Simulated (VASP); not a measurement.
# Ga3F2 (P-3m1) in VASP: relaxation of cell and atoms with PBE

Aim: the relaxation of cell and atoms of Ga3F2 with PBE.

Everything below comes from runs of VASP 6.6.1. Logs are shortened: lines on timing, memory, paths and dates and some standing lists are left out, and cuts for length are marked.

## Step 1: The cell of the first run

The structure is trigonal, space group P-3m1 (No. 164). The conventional cell has a = 3.013 Å, b = 3.013 Å, c = 9.874 Å, α = 90.00°, β = 90.00°, γ = 120.00°. Ga (site symmetry -3m) has 6 F at 2.62 Å and 6 Ga at 3.01 Å within 3.5 Å. Within 3.2 Å of Ga (site symmetry 3m) lie 3 F at 2.45 Å and 9 Ga at 3.01 to 3.04 Å. Within 3.2 Å of F (site symmetry 3m) lie 6 Ga at 2.45 to 2.62 Å and 6 F at 3.01 Å.

## Step 2: Relaxation of cell and atoms, PBE

The input, INCAR:

```
PREC = Accurate
ENCUT = 600
EDIFF = 1E-6
ISMEAR = 0
SIGMA = 0.1
LREAL = F
LASPH = T
NELM = 80
ALGO = Normal
ISIF = 3
LWAVE = F
LCHARG = F
GGA = PE
IBRION = 2
NSW = 100
EDIFFG = -0.01
```

The input, KPOINTS:

```
regular mesh
0
Gamma
  12 12 4
```

The input, POSCAR:

```
Ga3F2
1.0
    3.0134523181      0.0000000000      0.0000000000
   -1.5067261591      2.6097262606      0.0000000000
    0.0000000000      0.0000000000      9.8740400066
Ga F
3 2
Direct
    0.0000000000      0.0000000000      0.0000000000
    0.3333333333      0.6666666667      0.6261438797
    0.6666666667      0.3333333333      0.3738561203
    0.3333333333      0.6666666667      0.1989433458
    0.6666666667      0.3333333333      0.8010566542
```

Potentials or basis: VASP PAW PBE potentials, release 64 (Ga_d, F).

The run is started by

```console
cat potpaw_PBE.64/Ga_d/POTCAR potpaw_PBE.64/F/POTCAR > POTCAR
mpirun -np 1 vasp_std > vasp.out
```

OUTCAR:

```text
PREC = Accurate
   ENCUT = 600
   EDIFF = 1E-6
   ISMEAR = 0
   LREAL = F
   LASPH = T
   NELM = 80
   ISIF = 3
   GGA = PE
   IBRION = 2
   NSW = 100
   EDIFFG = -0.01

 ion  position               nearest neighbor table
   1  0.000  0.000  0.000-
   2  0.333  0.667  0.626-
   3  0.667  0.333  0.374-
   4  0.333  0.667  0.199-
   5  0.667  0.333  0.801-

  LATTYP: Found a hexagonal cell.
 ALAT       =     3.0134523181
 C/A-ratio  =     3.2766538058

  Lattice vectors:

 A1 = (   3.0134523181,   0.0000000000,   0.0000000000)
 A2 = (  -1.5067261591,   2.6097262606,   0.0000000000)
 A3 = (   0.0000000000,   0.0000000000,   9.8740400066)

Analysis of symmetry for initial positions (statically):
=====================================================================
 Subroutine PRICEL returns:
 Original cell was already a primitive cell.

 Routine SETGRP: Setting up the symmetry group for a
 hexagonal supercell.

 Subroutine GETGRP returns: Found 12 space group operations
 (whereof 12 operations were pure point group operations)
 out of a pool of 24 trial point group operations.

The static configuration has the point symmetry D_3d.

Analysis of symmetry for dynamics (positions and initial velocities):
=====================================================================
 Subroutine PRICEL returns:
 Original cell was already a primitive cell.

 Routine SETGRP: Setting up the symmetry group for a
 hexagonal supercell.

 Subroutine GETGRP returns: Found 12 space group operations
 (whereof 12 operations were pure point group operations)
 out of a pool of 24 trial point group operations.

The dynamic configuration has the point symmetry D_3d.

 Subroutine INISYM returns: Found 12 space group operations
 (whereof 12 operations are pure point group operations),
 and found     1 'primitive' translations

----------------------------------------------------------------------------------------

                                     Primitive cell

  volume of cell :      77.6523

  direct lattice vectors                    reciprocal lattice vectors
     3.013452318  0.000000000  0.000000000     0.331845304  0.191590975  0.000000000
    -1.506726159  2.609726261  0.000000000     0.000000000  0.383181951  0.000000000
     0.000000000  0.000000000  9.874040007     0.000000000  0.000000000  0.101275668

  length of vectors
     3.013452318  3.013452318  9.874040007     0.383181951  0.383181951  0.101275668

  position of ions in fractional coordinates (direct lattice)
     0.000000000  0.000000000  0.000000000
     0.333333333  0.666666667  0.626143880
     0.666666667  0.333333333  0.373856120
     0.333333333  0.666666667  0.198943346
     0.666666667  0.333333333  0.801056654

  ion indices of the primitive-cell ions
   primitive index   ion index
                 1           1
                 2           2
                 3           3
                 4           4
                 5           5

----------------------------------------------------------------------------------------

 KPOINTS: regular mesh

Automatic generation of k-mesh.
 Grid dimensions read from file:
 generate k-points for:   12   12    4

 Generating k-lattice:

  Cartesian coordinates                     Fractional coordinates (reciprocal lattice)
     0.027653775  0.015965915  0.000000000     0.083333333  0.000000000  0.000000000
     0.000000000  0.031931829  0.000000000     0.000000000  0.083333333  0.000000000
     0.000000000  0.000000000  0.025318917     0.000000000  0.000000000  0.250000000

  Length of vectors
     0.031931829  0.031931829  0.025318917

  Shift w.r.t. Gamma in fractional coordinates (k-lattice)
     0.000000000  0.000000000  0.000000000

 Subroutine IBZKPT returns following result:
 ===========================================

 Found     69 irreducible k-points:

 Following reciprocal coordinates:
            Coordinates               Weight
  0.000000  0.000000  0.000000      1.000000
  0.083333  0.000000  0.000000      6.000000
  0.166667  0.000000  0.000000      6.000000
  0.250000  0.000000  0.000000      6.000000
  0.333333  0.000000  0.000000      6.000000
  0.416667  0.000000  0.000000      6.000000
[... 16 lines left out ...]
  0.166667  0.000000  0.250000      6.000000
  0.000000  0.166667  0.250000      6.000000
 [... further k-points ...]
   k-points           NKPTS =     69   k-points in BZ     NKDIM =     69   number of bands    NBANDS=     31
   number of dos      NEDOS =    301   number of ions     NIONS =      5
   total plane-waves  NPLWV =  46080
   dimension x,y,z NGX =    24 NGY =   24 NGZ =   80
   dimension x,y,z NGXF=    48 NGYF=   48 NGZF=  160
   ions per type =               3   2
   NGX,Y,Z   is equivalent  to a cutoff of  13.24, 13.24, 13.47 a.u.
   NGXF,Y,Z  is equivalent  to a cutoff of  26.48, 26.48, 26.94 a.u.
 SYSTEM =  unknown system
   PREC   = accura    normal or accurate (medium, high low for compatibility)
   ISTART =      0    job   : 0-new  1-cont  2-samecut
   ICHARG =      2    charge: 1-file 2-atom 10-const
   ISPIN  =      1    spin polarized calculation?
   LNONCOLLINEAR =      F non collinear calculations
   LSORBIT =      F    spin-orbit coupling
   LASPH  =      T    aspherical Exc in radial PAW
   ENCUT  =  600.0 eV  44.10 Ry    6.64 a.u.   6.02  6.02 19.72*2*pi/ulx,y,z
   NELM   =     80;   NELMIN=  2; NELMDL= -5     # of ELM steps
   EDIFF  = 0.1E-05   stopping-criterion for ELM
   LREAL  =      F    real-space projection
   EDIFFG = -.1E-01   stopping-criterion for IOM
   NSW    =    100    number of steps for IOM
   IBRION =      2    ionic relax: 0-MD 1-quasi-New 2-CG
   NFREE  =      1    steps in history (QN), initial steepest desc. (CG)
   ISIF   =      3    stress and relaxation
   ISYM   =      2    0-nonsym 1-usesym 2-fastsym
   POTIM  = 0.5000    time-step for ionic-motion
   TEBEG  =    0.0;   TEEND  =   0.0 temperature during run
   PSTRESS=    0.0 pullay stress
   NELECT =      53.0000    total number of electrons
   NUPDOWN=      -1.0000    fix difference up-down
   EMIN   =  10.00;   EMAX   =-10.00  energy-range for DOS
   EFERMI =   0.00;   METHOD = LEGACY
   ISMEAR =     0;   SIGMA  =   0.10  broadening in eV -4-tet -1-fermi 0-gaus
   EFERMI_NEDOS =   21; number of points for ismear=-14 and -15
   IALGO  =     38    algorithm
   IMIX   =      4    mixing-type and parameters
     AMIX     =   0.40;   BMIX     =  1.00
     AMIX_MAG =   1.60;   BMIX_MAG =  1.00
  volume/ion in A,a.u.               =      15.53       104.80
  Fermi-wavevector in a.u.,A,eV,Ry     =   1.441392  2.723836 28.267607  2.077611
  Thomas-Fermi vector in A             =   2.560029
   LORBIT       =      0    0 simple, 1 ext, 2 COOP (PROOUT), +10 PAW based schemes
   GGA     = PE    functional components
   LHFCALC =     F    Hartree Fock is set to
   AEXX    =    0.0000 exact exchange contribution
   IVDW    =     0    specifies the selected vdW correction
   LEPSILON=     F    determine dielectric tensor
   LRPA    =     F    only Hartree local field effects (RPA)
 conjugate gradient relaxation of ions
 non-spin polarized calculation
 Gauss-broadening in eV      SIGMA  =   0.10
  energy-cutoff  :      600.00
  volume of cell :       77.65
 maximum number of plane-waves:      2628
   NGX = 13   NGY = 13   NGZ = 39

--------------------------------------- Ionic step        1  -------------------------------------------

 number of electron      53.0000001 magnetization

 Free energy of the ion-electron system (eV)
  ---------------------------------------------------
  ext. energy  EPLUGINS =         0.00000000
  ---------------------------------------------------
  free energy    TOTEN  =       -17.74181929 eV

  energy without entropy =      -17.73885466  energy(sigma->0) =      -17.74033698

------------------------ aborting loop because EDIFF is reached ----------------------------------------

  FORCE on cell =-STRESS in cart. coord.  units (eV):
  Direction    XX          YY          ZZ          XY          YZ          ZX
  --------------------------------------------------------------------------------------
  -------------------------------------------------------------------------------------
  Total        0.1174688      0.1174688      0.4626067     -0.0000000      0.0000000      0.0000000
  in kB        2.4237011      2.4237011      9.5448333     -0.0000000      0.0000000      0.0000000
  external PRESSURE =       4.7974118 kB  Pullay stress =       0.0000000 kB
[... 26 lines left out ...]
--------------------------------------- Ionic step        2  -------------------------------------------

 number of electron      52.9999999 magnetization

 E-fermi :   4.3547     XC(G=0): -10.5566

 val. band max:        4.3392845139   @ k =   0.5000   0.0000   0.0000
 cond. band min:       4.4225037374   @ k =   0.4167   0.1667   0.2500
 fundamental gap:      0.0832192235
 Fermi energy:         4.3547019274

 k-point     1 :       0.0000    0.0000    0.0000
  band No.  band energies     occupation
      1     -19.3547      2.00000
      2     -19.3334      2.00000
      3     -10.7792      2.00000
      4     -10.7515      2.00000
      5     -10.7242      2.00000
      6     -10.7106      2.00000
[... 805 lines left out ...]
     30      10.9494      0.00000
     31      11.4320      0.00000

 [... further k-points ...]
[... 5 lines left out ...]
  --------------------------------------------------------------------------------------
  -------------------------------------------------------------------------------------
  Total        0.0285582      0.0285582      0.2686930     -0.0000000      0.0000000      0.0000000
  in kB        0.5852879      0.5852879      5.5067429     -0.0000000      0.0000000      0.0000000
  external PRESSURE =       2.2257729 kB  Pullay stress =       0.0000000 kB
[... 59 lines left out ...]
  FREE ENERGIE OF THE ION-ELECTRON SYSTEM (eV)
  ---------------------------------------------------
  free  energy   TOTEN  =       -17.7640087024 eV

  energy  without entropy=      -17.7543270251  energy(sigma->0) =      -17.75916786

[... ionic steps 4 to 20 ...]

--------------------------------------- Ionic step       21  -------------------------------------------

 number of electron      53.0000051 magnetization

------------------------ aborting loop because EDIFF is reached ----------------------------------------
[... 73 lines left out ...]
--------------------------------------- Ionic step       23  -------------------------------------------

 number of electron      53.0000051 magnetization

 Free energy of the ion-electron system (eV)
  ---------------------------------------------------
  ext. energy  EPLUGINS =         0.00000000
  ---------------------------------------------------
  free energy    TOTEN  =       -17.80542093 eV

  energy without entropy =      -17.79942363  energy(sigma->0) =      -17.80242228

 E-fermi :   4.2322     XC(G=0): -10.4113

 val. band max:        4.1771768573   @ k =   0.0833   0.0000   0.5000
 cond. band min:       4.2919378950   @ k =   0.3333   0.2500   0.0000
 fundamental gap:      0.1147610376
 Fermi energy:         4.2322164341

 k-point     1 :       0.0000    0.0000    0.0000
  band No.  band energies     occupation
      1     -19.7410      2.00000
      2     -19.7333      2.00000
      3     -10.9580      2.00000
      4     -10.9537      2.00000
      5     -10.9401      2.00000
      6     -10.9003      2.00000
[... 805 lines left out ...]
     30      10.7140      0.00000
     31      11.4627      0.00000

 [... further k-points ...]
[... 5 lines left out ...]
  --------------------------------------------------------------------------------------
  -------------------------------------------------------------------------------------
  Total       -0.0158635     -0.0158635      0.0197193      0.0000000      0.0000000      0.0000000
  in kB       -0.3175204     -0.3175204      0.3946964      0.0000000      0.0000000      0.0000000
  external PRESSURE =      -0.0801148 kB  Pullay stress =       0.0000000 kB
[... 20 lines left out ...]
  FREE ENERGIE OF THE ION-ELECTRON SYSTEM (eV)
  ---------------------------------------------------
  free  energy   TOTEN  =       -17.8054209267 eV

  energy  without entropy=      -17.7994236341  energy(sigma->0) =      -17.80242228

 reached required accuracy - stopping structural energy minimisation
```

Wall time 23 min (1 thread of AMD EPYC 9R45 (Zen 5), shared host); peak memory 0.29 GiB.

Results:

```
Free energy                            : -17.8054 eV
Relaxed volume                         : 16.01 Å³/atom
Relaxed cell                           : a = 2.979 Å, b = 2.979 Å, c = 10.412 Å, α = 90.00°, β = 90.00°, γ = 120.00°
Space group after relaxing (to 0.05 Å) : P-3m1 (No. 164)
Energy gained by relaxing              : 12.7 meV/atom
Ionic steps                            : 23
Pressure after relaxing                : 0.0 GPa
Largest force after relaxing           : 0.008 eV/Å
```

Forces on the atoms (eV/Å):
```
Ga   0.000  0.000  0.000
Ga   0.000  0.000 -0.008
Ga   0.000  0.000  0.008
F    0.000  0.000  0.008
F    0.000  0.000 -0.008
```

Step by step:
```tsv
step	energy change (eV)	largest force (eV/Å)	pressure (GPa)	volume (Å³)
1	0.0000	0.2318	0.48	77.65
2	-0.0087	0.1650	0.22	78.18
3	-0.0222	0.1325	-0.27	79.46
4	-0.0418	0.0857	-0.83	82.05
5	-0.0526	0.0587	-0.25	81.19
6	-0.0542	0.1327	0.15	80.72
7	-0.0588	0.0691	-0.06	80.63
8	-0.0590	0.0547	-0.13	80.60
9	-0.0599	0.0568	-0.04	80.34
10	-0.0616	0.0559	0.26	79.57
11	-0.0622	0.0259	0.04	79.67
12	-0.0624	0.0342	-0.08	79.74
13	-0.0624	0.0500	-0.26	79.88
14	-0.0625	0.0376	0.08	79.77
15	-0.0625	0.0442	-0.17	79.83
16	-0.0625	0.0413	-0.02	79.80
17	-0.0628	0.0374	-0.05	79.83
18	-0.0631	0.0290	-0.02	79.90
19	-0.0633	0.0163	0.11	79.87
20	-0.0633	0.0077	0.17	79.84
21	-0.0635	0.0080	0.04	79.91
22	-0.0635	0.0087	0.05	79.96
23	-0.0636	0.0084	-0.01	80.05
```

Final structure:
```xyz
5
Lattice="2.9794 0.0000 0.0000 -1.4897 2.5802 0.0000 0.0000 0.0000 10.4123" Properties=species:S:1:pos:R:3 pbc="T T T"
Ga    0.0000    0.0000   10.4123
Ga    0.0000    1.7202    6.6072
Ga    1.4897    0.8601    3.8051
F     0.0000    1.7202    2.2167
F     1.4897    0.8601    8.1956
```

Caveat: an odd number of electrons without spin polarisation forces a metal; a magnetic or distorted state may lie lower.
